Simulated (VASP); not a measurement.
# Bi (Im-3m) in VASP: notebook, part 2 of 2

VASP 6.6.1. The steps go on from the part before.

## 3. Single point, PBEsol (volume scaled by 1.12)

File INCAR:

```
  ALGO = Normal
  EDIFF = 1E-7
  ENCUT = 520
  GGA = PS
  ISIF = 2
  ISMEAR = -1
  LASPH = True
  LCHARG = True
  LELF = True
  LREAL = False
  LVHAR = True
  LWAVE = False
  NBANDS = 14
  NELM = 80
  PREC = Accurate
  SIGMA = 0.1
```

File KPOINTS:

```
k-points
0
Gamma
  13 13 13
```

File POSCAR:

```
Bi
1.0
   -2.0349256557      2.0349256557      2.0349256557
    2.0349256557     -2.0349256557      2.0349256557
    2.0349256557      2.0349256557     -2.0349256557
Bi
1
Direct
    0.0000000000      0.0000000000      0.0000000000
```

Potentials or basis: VASP PAW PBE potentials, release 64 (Bi_d).

Run with:

```bash
$ cat potpaw_PBE.64/Bi_d/POTCAR > POTCAR
$ mpirun -np 1 vasp_std > vasp.out
```

OUTCAR:

```text
EDIFF = 1E-7
   ENCUT = 520
   GGA = PS
   ISIF = 2
   ISMEAR = -1
   LASPH = True
   LREAL = False
   NELM = 80
   PREC = Accurate

 ion  position               nearest neighbor table
   1  0.000  0.000  0.000-

  LATTYP: Found a body centered cubic cell.
 ALAT       =     4.0698513114

  Lattice vectors:

 A1 = (  -2.0349256557,   2.0349256557,   2.0349256557)
 A2 = (   2.0349256557,  -2.0349256557,   2.0349256557)
 A3 = (   2.0349256557,   2.0349256557,  -2.0349256557)

Analysis of symmetry for initial positions (statically):
=====================================================================
 Subroutine PRICEL returns:
 Original cell was already a primitive cell.

 Routine SETGRP: Setting up the symmetry group for a
 body centered cubic supercell.

 Subroutine GETGRP returns: Found 48 space group operations
 (whereof 48 operations were pure point group operations)
 out of a pool of 48 trial point group operations.

The static configuration has the point symmetry O_h .

Analysis of symmetry for dynamics (positions and initial velocities):
=====================================================================
 Subroutine PRICEL returns:
 Original cell was already a primitive cell.

 Routine SETGRP: Setting up the symmetry group for a
 body centered cubic supercell.

 Subroutine GETGRP returns: Found 48 space group operations
 (whereof 48 operations were pure point group operations)
 out of a pool of 48 trial point group operations.

The dynamic configuration has the point symmetry O_h .

 Subroutine INISYM returns: Found 48 space group operations
 (whereof 48 operations are pure point group operations),
 and found     1 'primitive' translations

----------------------------------------------------------------------------------------

                                     Primitive cell

  volume of cell :      33.7059

  direct lattice vectors                    reciprocal lattice vectors
    -2.034925656  2.034925656  2.034925656     0.000000000  0.245709222  0.245709222
     2.034925656 -2.034925656  2.034925656     0.245709222  0.000000000  0.245709222
     2.034925656  2.034925656 -2.034925656     0.245709222  0.245709222  0.000000000

  length of vectors
     3.524594625  3.524594625  3.524594625     0.347485314  0.347485314  0.347485314

  position of ions in fractional coordinates (direct lattice)
     0.000000000  0.000000000  0.000000000

  ion indices of the primitive-cell ions
   primitive index   ion index
                 1           1

----------------------------------------------------------------------------------------

 KPOINTS: k-points

Automatic generation of k-mesh.
 Grid dimensions read from file:
 generate k-points for:   13   13   13

 Generating k-lattice:

  Cartesian coordinates                     Fractional coordinates (reciprocal lattice)
     0.000000000  0.018900709  0.018900709     0.076923077  0.000000000  0.000000000
     0.018900709  0.000000000  0.018900709     0.000000000  0.076923077  0.000000000
     0.018900709  0.018900709  0.000000000     0.000000000  0.000000000  0.076923077

  Length of vectors
     0.026729640  0.026729640  0.026729640

  Shift w.r.t. Gamma in fractional coordinates (k-lattice)
     0.000000000  0.000000000  0.000000000

 Subroutine IBZKPT returns following result:
 ===========================================

 Found     84 irreducible k-points:

 Following reciprocal coordinates:
            Coordinates               Weight
  0.000000  0.000000  0.000000      1.000000
  0.076923  0.000000  0.000000     12.000000
  0.153846  0.000000  0.000000     12.000000
  0.230769  0.000000  0.000000     12.000000
  0.307692  0.000000  0.000000     12.000000
  0.384615  0.000000  0.000000     12.000000
[... 16 lines left out ...]
  0.153846  0.076923  0.076923     24.000000
  0.230769  0.076923  0.076923     24.000000
 [... further k-points ...]
   k-points           NKPTS =     84   k-points in BZ     NKDIM =     84   number of bands    NBANDS=     14
   number of dos      NEDOS =    301   number of ions     NIONS =      1
   total plane-waves  NPLWV =  21952
   dimension x,y,z NGX =    28 NGY =   28 NGZ =   28
   dimension x,y,z NGXF=    56 NGYF=   56 NGZF=   56
   ions per type =               1
   NGX,Y,Z   is equivalent  to a cutoff of  13.21, 13.21, 13.21 a.u.
   NGXF,Y,Z  is equivalent  to a cutoff of  26.41, 26.41, 26.41 a.u.
 SYSTEM =  unknown system
   PREC   = accura    normal or accurate (medium, high low for compatibility)
   ISTART =      0    job   : 0-new  1-cont  2-samecut
   ICHARG =      2    charge: 1-file 2-atom 10-const
   ISPIN  =      1    spin polarized calculation?
   LNONCOLLINEAR =      F non collinear calculations
   LSORBIT =      F    spin-orbit coupling
   LASPH  =      T    aspherical Exc in radial PAW
   ENCUT  =  520.0 eV  38.22 Ry    6.18 a.u.   6.55  6.55  6.55*2*pi/ulx,y,z
   NELM   =     80;   NELMIN=  2; NELMDL= -5     # of ELM steps
   EDIFF  = 0.1E-06   stopping-criterion for ELM
   LREAL  =      F    real-space projection
   EDIFFG = 0.1E-05   stopping-criterion for IOM
   NSW    =      0    number of steps for IOM
   IBRION =     -1    ionic relax: 0-MD 1-quasi-New 2-CG
   NFREE  =      0    steps in history (QN), initial steepest desc. (CG)
   ISIF   =      2    stress and relaxation
   ISYM   =      2    0-nonsym 1-usesym 2-fastsym
   POTIM  = 0.5000    time-step for ionic-motion
   TEBEG  =    0.0;   TEEND  =   0.0 temperature during run
   PSTRESS=    0.0 pullay stress
   NELECT =      15.0000    total number of electrons
   NUPDOWN=      -1.0000    fix difference up-down
   EMIN   =  10.00;   EMAX   =-10.00  energy-range for DOS
   EFERMI =   0.00;   METHOD = LEGACY
   ISMEAR =    -1;   SIGMA  =   0.10  broadening in eV -4-tet -1-fermi 0-gaus
   EFERMI_NEDOS =   21; number of points for ismear=-14 and -15
   IALGO  =     38    algorithm
   IMIX   =      4    mixing-type and parameters
     AMIX     =   0.40;   BMIX     =  1.00
     AMIX_MAG =   1.60;   BMIX_MAG =  1.00
  volume/ion in A,a.u.               =      33.71       227.46
  Fermi-wavevector in a.u.,A,eV,Ry     =   1.249885  2.361940 21.255190  1.562212
  Thomas-Fermi vector in A             =   2.383905
   LORBIT       =      0    0 simple, 1 ext, 2 COOP (PROOUT), +10 PAW based schemes
   GGA     = PS    functional components
   LHFCALC =     F    Hartree Fock is set to
   AEXX    =    0.0000 exact exchange contribution
   IVDW    =     0    specifies the selected vdW correction
   LEPSILON=     F    determine dielectric tensor
   LRPA    =     F    only Hartree local field effects (RPA)
 non-spin polarized calculation
  energy-cutoff  :      520.00
  volume of cell :       33.71
 maximum number of plane-waves:       937
   NGX = 13   NGY = 13   NGZ = 13

 number of electron      15.0000004 magnetization

 Free energy of the ion-electron system (eV)
  ---------------------------------------------------
  ext. energy  EPLUGINS =         0.00000000
  ---------------------------------------------------
  free energy    TOTEN  =        -4.16569395 eV

  energy without entropy =       -4.14466054  energy(sigma->0) =       -4.15517724

 E-fermi :   6.7633     XC(G=0): -10.0641

 val. band max:        6.6119411628   @ k =  -0.3077   0.3077   0.3077
 cond. band min:       6.7910838604   @ k =  -0.3846   0.3846   0.2308
 fundamental gap:      0.1791426977
 Fermi energy:         6.7633024600

 k-point     1 :       0.0000    0.0000    0.0000
  band No.  band energies     occupation
      1     -16.1117      2.00000
      2     -16.1117      2.00000
      3     -16.1117      2.00000
      4     -16.0127      2.00000
      5     -16.0127      2.00000
      6      -6.2231      2.00000
      7      11.3542      0.00000
      8      11.3542      0.00000
      9      11.3542      0.00000
     10      14.9098      0.00000
     11      17.2276      0.00000
     12      17.2276      0.00000
     13      17.2276      0.00000
     14      17.9942      0.00000

 k-point     2 :       0.0769    0.0000    0.0000
  band No.  band energies     occupation
      1     -16.1134      2.00000
      2     -16.1085      2.00000
      3     -16.1025      2.00000
      4     -16.0148      2.00000
      5     -16.0131      2.00000
      6      -6.1260      2.00000
      7      10.3074      0.00000
      8      11.0683      0.00000
      9      11.2765      0.00000
     10      15.5269      0.00000
[... 362 lines left out ...]
 k-point    24 :       0.2308    0.0769    0.0769
  band No.  band energies     occupation
      1     -16.1244      2.00000
      2     -16.0914      2.00000
      3     -16.0249      2.00000
      4     -16.0181      2.00000
      5     -15.9970      2.00000
      6      -4.6222      2.00000
      7       4.5846      2.00000
      8       8.0639      0.00000
      9       9.2856      0.00000
     10      14.7573      0.00000
     11      15.8392      0.00000
     12      17.9865      0.00000
     13      18.7820      0.00000
     14      20.7254      0.00000

 [... further k-points ...]
[... 5 lines left out ...]
  --------------------------------------------------------------------------------------
  -------------------------------------------------------------------------------------
  Total       -1.1312616     -1.1312616     -1.1312616      0.0000000      0.0000000     -0.0000000
  in kB      -53.7734616    -53.7734616    -53.7734616      0.0000000      0.0000000     -0.0000000
  external PRESSURE =     -53.7734616 kB  Pullay stress =       0.0000000 kB

 VOLUME and BASIS-vectors are now :
 -----------------------------------------------------------------------------
  energy-cutoff  :      520.00
  volume of cell :       33.71
      direct lattice vectors                 reciprocal lattice vectors
    -2.034925656  2.034925656  2.034925656     0.000000000  0.245709222  0.245709222
     2.034925656 -2.034925656  2.034925656     0.245709222  0.000000000  0.245709222
     2.034925656  2.034925656 -2.034925656     0.245709222  0.245709222  0.000000000

 POSITION                                       TOTAL-FORCE (eV/Angst)
 -----------------------------------------------------------------------------------
      0.00000      0.00000      0.00000         0.000000     -0.000000      0.000000
 -----------------------------------------------------------------------------------
    total drift:                               -0.000000     -0.000000     -0.000000

  FREE ENERGIE OF THE ION-ELECTRON SYSTEM (eV)
  ---------------------------------------------------
  free  energy   TOTEN  =        -4.1656939459 eV

  energy  without entropy=       -4.1446605377  energy(sigma->0) =       -4.15517724
```

OSZICAR:

```text
N       E                     dE             d eps       ncg     rms          rms(c)
DAV:   1     0.114796211100E+03    0.11480E+03   -0.75974E+03  2372   0.120E+03
DAV:   2     0.250496387722E+01   -0.11229E+03   -0.10869E+03  2538   0.338E+02
DAV:   3    -0.401421469446E+01   -0.65192E+01   -0.64984E+01  2942   0.794E+01
DAV:   4    -0.416818805772E+01   -0.15397E+00   -0.15392E+00  2990   0.131E+01
DAV:   5    -0.417437299904E+01   -0.61849E-02   -0.61848E-02  3376   0.236E+00    0.487E-01
DAV:   6    -0.416717846233E+01    0.71945E-02   -0.11034E-02  3084   0.142E+00    0.290E-01
DAV:   7    -0.416569349529E+01    0.14850E-02   -0.68782E-03  3108   0.106E+00    0.909E-02
DAV:   8    -0.416569245479E+01    0.10405E-05   -0.58700E-04  3026   0.366E-01    0.121E-02
DAV:   9    -0.416569385717E+01   -0.14024E-05   -0.15466E-05  3324   0.533E-02    0.470E-03
DAV:  10    -0.416569392629E+01   -0.69119E-07   -0.20057E-06  3098   0.199E-02    0.356E-04
DAV:  11    -0.416569394590E+01   -0.19613E-07   -0.75614E-08  2178   0.312E-03
   1 F= -.41656939E+01 E0= -.41551772E+01  d E =-.210334E-01
```

Run time: 20 s. Hardware: 1 thread of Intel Xeon Platinum 8488C (Sapphire Rapids), shared host; peak memory 0.17 GiB.

Results:

```yaml
Free_energy: -4.1657 eV
Pressure: -5.4 GPa
```

Caveat: the cell differs from its parent crystal (volume scaled by 1.12); the PAW data sets were made with another functional, which shifts forces and pressure a little; spin-orbit coupling is left out, which moves the levels of the heavy elements.

## 4. Single point, PBEsol

This run uses another cell than the first one, of 30.09 Å³/atom, 0.926 times its volume.

File INCAR:

```
SYSTEM = Bi
PREC = Accurate
ENCUT = 520
EDIFF = 1E-6
ISMEAR = -1
SIGMA = 0.1
LREAL = .False.
LASPH = .True.
NELM = 100
ALGO = Normal
ISIF = 2
LWAVE = .False.
LCHARG = .False.
GGA = PS
NBANDS = 14
```

File KPOINTS:

```
regular mesh
0
Gamma
  19 19 19
  0 0 0
```

File POSCAR:

```
Bi
1.0
   -1.9594876911      1.9594876911      1.9594876911
    1.9594876911     -1.9594876911      1.9594876911
    1.9594876911      1.9594876911     -1.9594876911
Bi
1
Direct
    0.0000000000      0.0000000000      0.0000000000
```

Run with:

```bash
$ cat potpaw_PBE.64/Bi_d/POTCAR > POTCAR
$ mpirun -np 1 vasp_std > vasp.out
```

Run time: 43 s. Hardware: 1 thread of Intel Xeon Platinum 8488C (Sapphire Rapids), shared host; peak memory 0.22 GiB.

The run converged. Its results:

| Property | Result |
| --- | --- |
| Free energy | -4.2314 eV |
| Pressure | -0.3 GPa |

Levels at points of the mesh, in eV from the Fermi level:
```csv
k point,band 3,band 4,band 5,band 6,band 7,band 8,band 9,band 10,band 11,band 12
"(0.00, 0.00, 0.00)",-22.98,-22.83,-22.83,-13.77,5.36,5.36,5.36,9.54,10.49,10.49
```

Caveat: the PAW data sets were made with another functional, which shifts forces and pressure a little; spin-orbit coupling is left out, which moves the levels of the heavy elements.

## 5. Overview

```csv
cell,k mesh,gap on the mesh (eV),pressure (GPa)
"a = 3.482 Å, angles 109.5°, 1 atom",13 × 13 × 13,none,-4.0
"a = 3.525 Å, angles 109.5°, 1 atom",13 × 13 × 13,none,-5.4
"a = 3.394 Å, angles 109.5°, 1 atom",19 × 19 × 19,none,-0.3
```

Alike in all rows: task single point; level PBEsol; potentials or basis VASP PAW PBE potentials, release 64 (Bi_d); no spin polarisation; cutoff (eV) 520; smearing fermi-dirac 0.1 eV.

Caveats: the PAW data sets were made with another functional, which shifts forces and pressure a little; spin-orbit coupling is left out, which moves the levels of the heavy elements.

Total energies depend on the potentials used, so only differences within one code and one set of settings carry meaning.
